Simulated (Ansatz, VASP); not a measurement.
**One calculation of Si3Sn, two programs**

Contents of INCAR:

```
ALGO = Normal
EDIFF = 1E-6
ENCUT = 520
GGA = PE
ISIF = 2
ISMEAR = -1
LASPH = T
LCHARG = F
LREAL = F
LWAVE = F
NBANDS = 21
NELM = 100
PREC = Accurate
SIGMA = 0.02
```

KPOINTS

```
k-points
0
Gamma
  8 8 8
```

Contents of POSCAR:

```
Si3Sn
1.0
    2.0540745689      1.1685097106      6.6336726392
   -2.0540745689      1.1685097106      6.6336726392
    0.0000000000     -2.3370194212      6.6336726392
Si Sn
3 1
Direct
    1.0057117921      0.0057117921      0.0072452053
    0.4927055997      0.4927055997      0.4948430834
    0.3755355186      0.3755355186      0.3748541587
    0.8760470896      0.8760470896      0.8730575526
```

Input for Ansatz:

```yaml
crystal:
  lattice:
    - [2.0540745689, 1.1685097106, 6.6336726392]
    - [-2.0540745689, 1.1685097106, 6.6336726392]
    - [0.0, -2.3370194212, 6.6336726392]
  atoms:
    - { symbol: Si, position: [1.0057117921, 0.0057117921, 0.0072452053] }
    - { symbol: Si, position: [0.4927055997, 0.4927055997, 0.4948430834] }
    - { symbol: Si, position: [0.3755355186, 0.3755355186, 0.3748541587] }
    - { symbol: Sn, position: [0.8760470896, 0.8760470896, 0.8730575526] }
kpoints:
  mp_grid: { grid: [8, 8, 8] }
  band_path:
    path:
      - [0.0, 0.0, 0.0]
      - [-0.5, -0.5, -0.5]
      - [-0.5, -0.1873521332, -0.8126478668]
      - [-0.1873521332, 0.1873521332, -0.5]
      - [0.0, 0.0, -0.5]
      - [0.0, 0.3436760666, -0.3436760666]
      - [-0.3436760666, 0.0, -0.6563239334]
      - [-0.5, 0.0, -0.5]
    npoints: 1
hamiltonian:
  xc: pbe
scf:
  occupations: { method: fermi_dirac, width: 0.02 }
  n_extra_bands: 5
output:
  forces: true
  stress: true
  eigenvalues: true
```

Change from the starting cell: uniaxial_x strain +1.5%.

Alike in both runs: task single point; functional PBE; k mesh 8 × 8 × 8; occupations fermi-dirac, width 0.02 eV; no spin polarisation.

|  | VASP | Ansatz |
| --- | --- | --- |
| version | VASP 6.6.1 | Ansatz 0.2.0 |
| potentials or method | VASP PAW PBE potentials, release 64 (Si, Sn_d) | plane waves, PAW |
| plane-wave cutoff (eV) | 520 | 420 |
| valence electrons in the cell | 26 | 26 |

VASP gave:

* pressure (GPa): 0.3
* traceless stress, the component that is largest in VASP (GPa): -1.05
* rms of the force components (eV/Å): 0.027

Task: Which values does Ansatz return?

Result: Pressure (GPa): 0.4; traceless stress, the component that is largest in VASP (GPa): -1.04; rms of the force components (eV/Å): 0.029.

Atom by atom the forces differ by 0.002 eV/Å (rms over components). The functional is the same, so the differences come from potentials, cutoffs and numerics.
